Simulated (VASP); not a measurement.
# BiTe (C2/m) in VASP: a series of runs

BiTe is run at these levels: PBEsol; tasks: single point.

All numbers are computed with VASP 6.6.1; they aren't measurements. Logs are shortened: lines on timing, memory, paths and dates and some standing lists are left out, and cuts for length are marked.

## (1) The cell of the first run

It takes space group C2/m (No. 12, monoclinic). Conventional cell: a = 7.267 Å, b = 4.555 Å, c = 4.449 Å, α = 90.00°, β = 114.12°, γ = 90.00°. Bi (site symmetry 2/m) has 6 Te at 3.18 to 3.40 Å within 4.2 Å. Te (site symmetry 2/m) has 6 Bi at 3.18 to 3.40 Å within 4.2 Å.

## (2) Single point, PBEsol (strain -0.0600 x Voigt [1, -1, 0, 0, 0, 0])

Input file INCAR:

```
  PREC = Accurate
  ENCUT = 520
  EDIFF = 1E-6
  ISMEAR = 0
  SIGMA = 0.15
  LREAL = False
  LASPH = True
  NELM = 80
  ALGO = Normal
  ISIF = 2
  LWAVE = False
  LCHARG = True
  GGA = PS
  LELF = True
  LVHAR = True
  NBANDS = 18
```

Input file KPOINTS:

```
Automatic mesh
0
Gamma
  12 12 12
```

Input file POSCAR:

```
BiTe
1.0
    2.2773453064      1.4826760439      3.3172919545
   -2.2773453064      1.4826760439      3.3172919545
    0.0000000000     -2.9653520878      3.3172919545
Bi Te
1 1
Direct
    0.5000000000      0.5000000000      0.5000000000
    0.0000000000      0.0000000000      0.0000000000
```

Potentials or basis: VASP PAW PBE potentials, release 64 (Bi_d, Te).

Command:

```console
$ cat potpaw_PBE.64/Bi_d/POTCAR potpaw_PBE.64/Te/POTCAR > POTCAR
$ mpirun -np 1 vasp_std > vasp.out
```

OUTCAR:

```text
PREC = Accurate
   ENCUT = 520
   EDIFF = 1E-6
   ISMEAR = 0
   LREAL = False
   LASPH = True
   NELM = 80
   ISIF = 2
   GGA = PS

 ion  position               nearest neighbor table
   1  0.500  0.500  0.500-   2 3.18   2 3.18   2 3.18   2 3.18   2 3.40   2 3.40
   2  0.000  0.000  0.000-   1 3.18   1 3.18   1 3.18   1 3.18   1 3.40   1 3.40

  LATTYP: Found a base centered monoclinic cell.
 ALAT       =     7.2671188686
 B/A-ratio  =     0.6267532835
 C/A-ratio  =     0.6122735977
 COS(beta)  =    -0.4087095770

  Lattice vectors:

 A1 = (  -2.2773453064,  -1.4826760439,  -3.3172919545)
 A2 = (   2.2773453064,  -1.4826760439,  -3.3172919545)
 A3 = (   0.0000000000,  -2.9653520878,   3.3172919545)

Analysis of symmetry for initial positions (statically):
=====================================================================
 Subroutine PRICEL returns:
 Original cell was already a primitive cell.

 Routine SETGRP: Setting up the symmetry group for a
 base centered monoclinic supercell.

 Subroutine GETGRP returns: Found  4 space group operations
 (whereof  4 operations were pure point group operations)
 out of a pool of  4 trial point group operations.

The static configuration has the point symmetry C_2h.

Analysis of symmetry for dynamics (positions and initial velocities):
=====================================================================
 Subroutine PRICEL returns:
 Original cell was already a primitive cell.

 Routine SETGRP: Setting up the symmetry group for a
 base centered monoclinic supercell.

 Subroutine GETGRP returns: Found  4 space group operations
 (whereof  4 operations were pure point group operations)
 out of a pool of  4 trial point group operations.

The dynamic configuration has the point symmetry C_2h.

 Subroutine INISYM returns: Found  4 space group operations
 (whereof  4 operations are pure point group operations),
 and found     1 'primitive' translations

----------------------------------------------------------------------------------------

                                     Primitive cell

  volume of cell :      67.2063

  direct lattice vectors                    reciprocal lattice vectors
     2.277345306  1.482676044  3.317291954     0.219553881  0.112409361  0.100483568
    -2.277345306  1.482676044  3.317291954    -0.219553881  0.112409361  0.100483568
     0.000000000 -2.965352088  3.317291954     0.000000000 -0.224818722  0.100483568

  length of vectors
     4.288246239  4.288246239  4.449465015     0.266339480  0.266339480  0.246252726

  position of ions in fractional coordinates (direct lattice)
     0.500000000  0.500000000  0.500000000
     0.000000000  0.000000000  0.000000000

  ion indices of the primitive-cell ions
   primitive index   ion index
                 1           1
                 2           2

----------------------------------------------------------------------------------------

 KPOINTS: Automatic mesh

Automatic generation of k-mesh.
 Grid dimensions read from file:
 generate k-points for:   12   12   12

 Generating k-lattice:

  Cartesian coordinates                     Fractional coordinates (reciprocal lattice)
     0.018296157  0.009367447  0.008373631     0.083333333  0.000000000  0.000000000
    -0.018296157  0.009367447  0.008373631     0.000000000  0.083333333  0.000000000
     0.000000000 -0.018734894  0.008373631     0.000000000  0.000000000  0.083333333

  Length of vectors
     0.022194957  0.022194957  0.020521061

  Shift w.r.t. Gamma in fractional coordinates (k-lattice)
     0.000000000  0.000000000  0.000000000

 Subroutine IBZKPT returns following result:
 ===========================================

 Found    476 irreducible k-points:

 Following reciprocal coordinates:
            Coordinates               Weight
  0.000000  0.000000  0.000000      1.000000
  0.083333  0.000000  0.000000      4.000000
  0.166667  0.000000  0.000000      4.000000
  0.250000  0.000000  0.000000      4.000000
  0.333333  0.000000  0.000000      4.000000
  0.416667 -0.000000  0.000000      4.000000
[... 38 lines left out ...]
 maximum number of plane-waves:      1834
   NGX = 15   NGY = 15   NGZ = 17

 number of electron      21.0000001 magnetization

 Free energy of the ion-electron system (eV)
  ---------------------------------------------------
  ext. energy  EPLUGINS =         0.00000000
  ---------------------------------------------------
  free energy    TOTEN  =        -7.94628398 eV

  energy without entropy =       -7.93195187  energy(sigma->0) =       -7.93911792

 E-fermi :   6.5312     XC(G=0):  -9.6477

 val. band max:        6.5229934307   @ k =   0.0000   0.0000   0.4167
 cond. band min:       6.5393968824   @ k =  -0.3333   0.2500  -0.0000
 fundamental gap:      0.0164034517
 Fermi energy:         6.5312385794

 k-point     1 :       0.0000    0.0000    0.0000
  band No.  band energies     occupation
      1     -16.6104      2.00000
      2     -16.6093      2.00000
      3     -16.5893      2.00000
      4     -16.5840      2.00000
      5     -16.5791      2.00000
      6      -6.9843      2.00000
[... 10 lines left out ...]
     17      13.1409      0.00000
     18      13.4968      0.00000

 k-point     2 :       0.0833    0.0000    0.0000
  band No.  band energies     occupation
      1     -16.6108      2.00000
      2     -16.6089      2.00000
      3     -16.5889      2.00000
      4     -16.5840      2.00000
      5     -16.5789      2.00000
      6      -6.9222      2.00000
[... 10 lines left out ...]
     17      12.9731      0.00000
     18      14.0473      0.00000

 k-point     3 :       0.1667    0.0000    0.0000
  band No.  band energies     occupation
      1     -16.6119      2.00000
      2     -16.6077      2.00000
      3     -16.5882      2.00000
      4     -16.5840      2.00000
      5     -16.5780      2.00000
      6      -6.7370      2.00000
[... 10 lines left out ...]
     17      13.5973      0.00000
     18      14.8238      0.00000

 k-point     4 :       0.2500    0.0000    0.0000
  band No.  band energies     occupation
      1     -16.6135      2.00000
      2     -16.6060      2.00000
      3     -16.5881      2.00000
      4     -16.5841      2.00000
      5     -16.5759      2.00000
      6      -6.4325      2.00000
[... 375 lines left out ...]
      4     -16.5824      2.00000
      5     -16.5719      2.00000
      6      -5.8142      2.00000
[... 10 lines left out ...]
     17      16.3041      0.00000
     18      16.4666      0.00000

 k-point    23 :       0.5000    0.1667    0.0000
  band No.  band energies     occupation
      1     -16.6149      2.00000
      2     -16.6042      2.00000
      3     -16.5895      2.00000
      4     -16.5826      2.00000
      5     -16.5709      2.00000
      6      -5.3371      2.00000
[... 10 lines left out ...]
     17      17.0037      0.00000
     18      17.2769      0.00000

 k-point    24 :      -0.4167    0.1667   -0.0000
  band No.  band energies     occupation
      1     -16.6159      2.00000
      2     -16.6033      2.00000
      3     -16.5884      2.00000
      4     -16.5830      2.00000
      5     -16.5715      2.00000
      6      -4.9039      2.00000
[... 10 lines left out ...]
     17      15.8948      0.00000
     18      16.4453      0.00000

 [... further k-points ...]
[... 5 lines left out ...]
  --------------------------------------------------------------------------------------
  -------------------------------------------------------------------------------------
  Total       -0.2547813     -1.6656041     -0.7911697      0.0000000     -0.7933231      0.0000000
  in kB       -6.0739055    -39.7074740    -18.8612357      0.0000000    -18.9125707      0.0000000
  external PRESSURE =     -21.5475384 kB  Pullay stress =       0.0000000 kB

 VOLUME and BASIS-vectors are now :
 -----------------------------------------------------------------------------
  energy-cutoff  :      520.00
  volume of cell :       67.21
      direct lattice vectors                 reciprocal lattice vectors
     2.277345306  1.482676044  3.317291954     0.219553881  0.112409361  0.100483568
    -2.277345306  1.482676044  3.317291954    -0.219553881  0.112409361  0.100483568
     0.000000000 -2.965352088  3.317291954     0.000000000 -0.224818722  0.100483568

 POSITION                                       TOTAL-FORCE (eV/Angst)
 -----------------------------------------------------------------------------------
      0.00000      0.00000      4.97594        -0.000000     -0.000000     -0.000000
      0.00000      0.00000      0.00000         0.000000      0.000000      0.000000
 -----------------------------------------------------------------------------------
    total drift:                               -0.000000      0.000000     -0.000000

  FREE ENERGIE OF THE ION-ELECTRON SYSTEM (eV)
  ---------------------------------------------------
  free  energy   TOTEN  =        -7.9462839814 eV

  energy  without entropy=       -7.9319518658  energy(sigma->0) =       -7.93911792
```

Wall time 2.4 min (1 thread of Intel Xeon 6975P-C (Granite Rapids), shared host); peak memory 0.64 GiB.

What came out:

```yaml
Free_energy: -7.9463 eV
Pressure: -2.2 GPa
```

Caveat: the cell differs from its parent crystal (strain -0.0600 x Voigt [1, -1, 0, 0, 0, 0]); the PAW data sets were made with another functional, which shifts forces and pressure a little; spin-orbit coupling is left out, which moves the levels of the heavy elements.

## (3) Single point, PBEsol (strain +0.0600 x Voigt [1, -1, 0, 0, 0, 0])

Input file INCAR:

```
  PREC = Accurate
  ENCUT = 520
  EDIFF = 1E-6
  ISMEAR = 0
  SIGMA = 0.15
  LREAL = False
  LASPH = True
  NELM = 100
  ALGO = Normal
  ISIF = 2
  LWAVE = False
  LCHARG = False
  GGA = PS
  NBANDS = 18
```

KPOINTS is that of step 2.

Input file POSCAR:

```
BiTe
1.0
    2.5680702392      1.3148259257      3.3172919545
   -2.5680702392      1.3148259257      3.3172919545
    0.0000000000     -2.6296518514      3.3172919545
Bi Te
1 1
Direct
    0.5000000000      0.5000000000      0.5000000000
    0.0000000000      0.0000000000      0.0000000000
```

Potentials or basis: VASP PAW PBE potentials, release 64 (Bi_d, Te).

Command:

```console
$ cat potpaw_PBE.64/Bi_d/POTCAR potpaw_PBE.64/Te/POTCAR > POTCAR
$ mpirun -np 1 vasp_std > vasp.out
```

It took 2.5 min on 1 thread of Intel Xeon 6975P-C (Granite Rapids), shared host; peak memory 0.65 GiB.

It converged, with:

```
Free energy : -7.9353 eV
Pressure    : -2.1 GPa
```

Stress tensor (GPa, compression positive):
```
-4.52  0.00  0.00
 0.00  0.10  2.36
 0.00  2.36 -1.74
```

Levels at points of the mesh, in eV from the Fermi level:
```tsv
k point	band 6	band 7	band 8	band 9	band 10	band 11	band 12	band 13	band 14	band 15
(0.00, 0.00, 0.00)	-13.52	-8.26	-3.22	-2.84	-1.26	1.61	2.19	3.27	3.59	4.69
(0.50, 0.00, 0.00)	-11.64	-11.44	-1.74	-1.54	-1.03	-0.71	-0.48	0.30	5.97	6.40
(0.50, 0.50, 0.00)	-11.27	-10.53	-5.80	-4.79	-2.98	2.45	3.13	3.85	5.45	8.64
(0.00, 0.00, 0.50)	-11.49	-11.27	-2.27	-2.04	-1.49	-0.95	-0.89	0.30	6.93	7.08
(0.50, 0.00, 0.50)	-11.92	-9.67	-5.55	-4.45	-3.30	2.25	2.36	4.07	4.46	7.00
(0.50, 0.50, 0.50)	-11.26	-11.00	-2.57	-2.42	-1.82	-1.76	-1.38	-0.76	7.86	8.16
```

Caveat: the cell differs from its parent crystal (strain +0.0600 x Voigt [1, -1, 0, 0, 0, 0]); the PAW data sets were made with another functional, which shifts forces and pressure a little; spin-orbit coupling is left out, which moves the levels of the heavy elements.

## (4) Single point, PBEsol (strain +0.0525 x Voigt [1, -1, 0, 0, 0, 0])

Input file INCAR:

```
PREC = Accurate ; ENCUT = 520
EDIFF = 1E-7 ; ISMEAR = 0
SIGMA = 0.15 ; LREAL = F
LASPH = T ; NELM = 60
ALGO = Normal ; ISIF = 2
LWAVE = F ; LCHARG = F
GGA = PS ; NBANDS = 18
```

KPOINTS is that of step 3.

Input file POSCAR:

```
BiTe
1.0
    2.5498999309      1.3253165581      3.3172919545
   -2.5498999309      1.3253165581      3.3172919545
    0.0000000000     -2.6506331162      3.3172919545
Bi Te
1 1
Direct
    0.5000000000      0.5000000000      0.5000000000
    0.0000000000      0.0000000000      0.0000000000
```

Command:

```console
$ cat potpaw_PBE.64/Bi_d/POTCAR potpaw_PBE.64/Te/POTCAR > POTCAR
$ mpirun -np 1 vasp_std > vasp.out
```

Wall time 2.7 min (1 thread of Intel Xeon 6975P-C (Granite Rapids), shared host); peak memory 0.64 GiB.

Results (log left out):

- Free energy: -7.9481 eV
- Pressure: -2.2 GPa

Stress tensor (GPa, compression positive):
```
-4.30  0.00  0.00
 0.00 -0.31  2.03
 0.00  2.03 -1.87
```

Levels at points of the mesh, in eV from the Fermi level:
| k point | band 7 | band 8 | band 9 | band 10 | band 11 | band 12 | band 13 | band 14 |
| --- | --- | --- | --- | --- | --- | --- | --- | --- |
| (0.00, 0.00, 0.00) | -8.27 | -3.15 | -2.86 | -1.32 | 1.65 | 2.23 | 3.14 | 3.64 |
| (0.50, 0.00, 0.00) | -11.43 | -1.75 | -1.58 | -1.03 | -0.74 | -0.49 | 0.30 | 6.05 |
| (0.50, 0.50, 0.00) | -10.46 | -5.77 | -4.75 | -3.01 | 2.43 | 3.11 | 3.81 | 5.34 |
| (0.00, 0.00, 0.50) | -11.28 | -2.21 | -2.01 | -1.43 | -0.97 | -0.85 | 0.29 | 6.89 |
| (0.50, 0.00, 0.50) | -9.71 | -5.55 | -4.44 | -3.31 | 2.36 | 2.38 | 4.10 | 4.35 |
| (0.50, 0.50, 0.50) | -10.98 | -2.53 | -2.41 | -1.83 | -1.79 | -1.37 | -0.84 | 7.87 |

Caveat: the cell differs from its parent crystal (strain +0.0525 x Voigt [1, -1, 0, 0, 0, 0]); the PAW data sets were made with another functional, which shifts forces and pressure a little; spin-orbit coupling is left out, which moves the levels of the heavy elements.

## (5) Single point, PBEsol (strain +0.0450 x Voigt [1, -1, 0, 0, 0, 0])

Input file INCAR:

```
SYSTEM = BiTe
PREC = Accurate ; ENCUT = 520
EDIFF = 1E-6 ; ISMEAR = 0
SIGMA = 0.15 ; LREAL = .FALSE.
LASPH = .TRUE. ; NELM = 80
ALGO = Normal ; ISIF = 2
LWAVE = .FALSE. ; LCHARG = .FALSE.
GGA = PS ; NBANDS = 18
```

Input file KPOINTS:

```
Automatic mesh
0
G
  12 12 12
  0 0 0
```

Input file POSCAR:

```
BiTe
1.0
    2.5317296226      1.3358071905      3.3172919545
   -2.5317296226      1.3358071905      3.3172919545
    0.0000000000     -2.6716143810      3.3172919545
Bi Te
1 1
Direct
    0.5000000000      0.5000000000      0.5000000000
    0.0000000000      0.0000000000      0.0000000000
```

Command:

```console
$ cat potpaw_PBE.64/Bi_d/POTCAR potpaw_PBE.64/Te/POTCAR > POTCAR
$ mpirun -np 1 vasp_std > vasp.out
```

Wall time 5.6 min (1 thread of Intel Xeon Platinum 8488C (Sapphire Rapids), shared host); peak memory 0.65 GiB.

It converged, with:

| Property | Result |
| --- | --- |
| Free energy | -7.9590 eV |
| Pressure | -2.3 GPa |

Stress tensor (GPa, compression positive):
```
-4.09  0.00  0.00
 0.00 -0.70  1.73
 0.00  1.73 -2.00
```

Levels at points of the mesh, in eV from the Fermi level:
| k point | band 7 | band 8 | band 9 | band 10 | band 11 | band 12 | band 13 | band 14 |
| --- | --- | --- | --- | --- | --- | --- | --- | --- |
| (0.00, 0.00, 0.00) | -8.27 | -3.09 | -2.87 | -1.38 | 1.69 | 2.27 | 3.03 | 3.69 |
| (0.50, 0.00, 0.00) | -11.42 | -1.76 | -1.61 | -1.03 | -0.77 | -0.50 | 0.30 | 6.14 |
| (0.50, 0.50, 0.00) | -10.39 | -5.74 | -4.72 | -3.05 | 2.42 | 3.10 | 3.78 | 5.23 |
| (0.00, 0.00, 0.50) | -11.28 | -2.16 | -1.99 | -1.37 | -0.98 | -0.82 | 0.29 | 6.85 |
| (0.50, 0.00, 0.50) | -9.75 | -5.56 | -4.43 | -3.32 | 2.36 | 2.51 | 4.07 | 4.31 |
| (0.50, 0.50, 0.50) | -10.97 | -2.50 | -2.41 | -1.90 | -1.75 | -1.36 | -0.92 | 7.88 |

Caveat: the cell differs from its parent crystal (strain +0.0450 x Voigt [1, -1, 0, 0, 0, 0]); the PAW data sets were made with another functional, which shifts forces and pressure a little; spin-orbit coupling is left out, which moves the levels of the heavy elements.

## (6) Single point, PBEsol (strain -0.0450 x Voigt [1, -1, 0, 0, 0, 0])

Input file INCAR:

```
SYSTEM = BiTe
ALGO = Normal ; EDIFF = 1E-7
ENCUT = 520 ; GGA = PS
ISIF = 2 ; ISMEAR = 0
LASPH = .TRUE. ; LCHARG = .TRUE.
LELF = .TRUE. ; LREAL = .FALSE.
LVHAR = .TRUE. ; LWAVE = .FALSE.
NBANDS = 18 ; NELM = 100
PREC = Accurate ; SIGMA = 0.15
```

Input file KPOINTS:

```
k-points
0
G
  12 12 12
  0 0 0
```

Input file POSCAR:

```
BiTe
1.0
    2.3136859230      1.4616947791      3.3172919545
   -2.3136859230      1.4616947791      3.3172919545
    0.0000000000     -2.9233895582      3.3172919545
Bi Te
1 1
Direct
    0.5000000000      0.5000000000      0.5000000000
    0.0000000000      0.0000000000      0.0000000000
```

Potentials or basis: VASP PAW PBE potentials, release 64 (Bi_d, Te).

Command:

```console
$ cat potpaw_PBE.64/Bi_d/POTCAR potpaw_PBE.64/Te/POTCAR > POTCAR
$ mpirun -np 1 vasp_std > vasp.out
```

Wall time 5.1 min (1 thread of Intel Xeon Platinum 8488C (Sapphire Rapids), shared host); peak memory 0.64 GiB.

The run converged. Its results:

| Property | Result |
| --- | --- |
| Free energy | -7.9637 eV |
| Pressure | -2.3 GPa |

Stress tensor (GPa, compression positive):
```
-1.11  0.00  0.00
 0.00 -3.73 -1.45
 0.00 -1.45 -2.09
```

Levels at points of the mesh, in eV from the Fermi level:
```csv
k point,band 8,band 9,band 10,band 11,band 12,band 13
"(0.00, 0.00, 0.00)",-3.10,-2.83,-1.39,1.61,2.66,2.75
"(0.50, 0.00, 0.00)",-1.99,-1.89,-1.17,-1.03,-0.71,0.26
"(0.50, 0.50, 0.00)",-5.50,-4.19,-3.54,2.35,3.10,3.46
"(0.00, 0.00, 0.50)",-1.65,-1.44,-0.99,-0.56,-0.36,0.37
"(0.50, 0.00, 0.50)",-5.67,-4.65,-3.10,2.40,2.61,4.18
"(0.50, 0.50, 0.50)",-2.61,-2.19,-1.99,-1.82,-1.10,-1.09
```

Caveat: the cell differs from its parent crystal (strain -0.0450 x Voigt [1, -1, 0, 0, 0, 0]); the PAW data sets were made with another functional, which shifts forces and pressure a little; spin-orbit coupling is left out, which moves the levels of the heavy elements.

## (7) Summary

```csv
cell,gap on the mesh (eV),pressure (GPa)
"a = 4.288, b = 4.288, c = 4.449 Å, angles 69.7, 69.7, 64.2°, 2 atoms",none,-2.2
"a = 4.396, b = 4.396, c = 4.233 Å, angles 66.1, 66.1, 71.5°, 2 atoms",none,-2.1
"a = 4.389, b = 4.389, c = 4.246 Å, angles 66.3, 66.3, 71.0°, 2 atoms",none,-2.2
"a = 4.382, b = 4.382, c = 4.259 Å, angles 66.5, 66.5, 70.6°, 2 atoms",none,-2.3
"a = 4.300, b = 4.300, c = 4.422 Å, angles 69.3, 69.3, 65.1°, 2 atoms",none,-2.3
```

Alike in all rows: task single point; level PBEsol; potentials or basis VASP PAW PBE potentials, release 64 (Bi_d, Te); no spin polarisation; k mesh 12 × 12 × 12; cutoff (eV) 520; smearing gaussian 0.15 eV.

Caveats: the PAW data sets were made with another functional, which shifts forces and pressure a little; spin-orbit coupling is left out, which moves the levels of the heavy elements.

Absolute energies hang on the potentials; compare differences alone.
